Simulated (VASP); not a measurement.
Runs of VASP 6.6.1 on ZnC3. The structure is that of space group Fd-3m (No. 227), or close to it. The cells are those of the table. The cell was built from a structure type or drawn by symmetry, and may not be a known phase.

```tsv
task	cell	k mesh	cutoff (eV)	smearing	gap on the mesh (eV)	pressure (GPa)	relaxed volume (Å³/atom)
single point	a = 4.819 Å, angles 60.0°, 8 atoms	4 × 4 × 4	520	gaussian 0.1 eV	0.33	0.3	-
single point	a = 5.286 Å, angles 60.0°, 8 atoms	4 × 4 × 4	520	gaussian 0.1 eV	0.08	-27.3	-
relaxation of cell and atoms	relaxed from a = 5.286 Å, angles 60.0°, 8 atoms	4 × 4 × 4	600	gaussian 0.1 eV	0.33	0.2	(a)
relaxation of cell and atoms	relaxed from a = 4.819 Å, angles 60.0°, 8 atoms	10 × 10 × 10	600	gaussian 0.02 eV	none	0.0	9.87
single point	a = 4.815 Å, angles 60.0°, 8 atoms	10 × 10 × 10	520	gaussian 0.02 eV	none	0.3	-
```

Alike in all rows: level PBE; potentials or basis VASP PAW PBE potentials, release 64 (Zn, C); no spin polarisation.

**Question.** Fill in the values left out.

**Answer.** (a) 9.88.

Caveats: the cell stands under tension (at least some runs); the volume moved by over 15 % at a fixed basis, so the end points are rough (at least some runs).

A k mesh can miss the band edges.

A gap of «none» marks levels without a gap at the run's occupations.
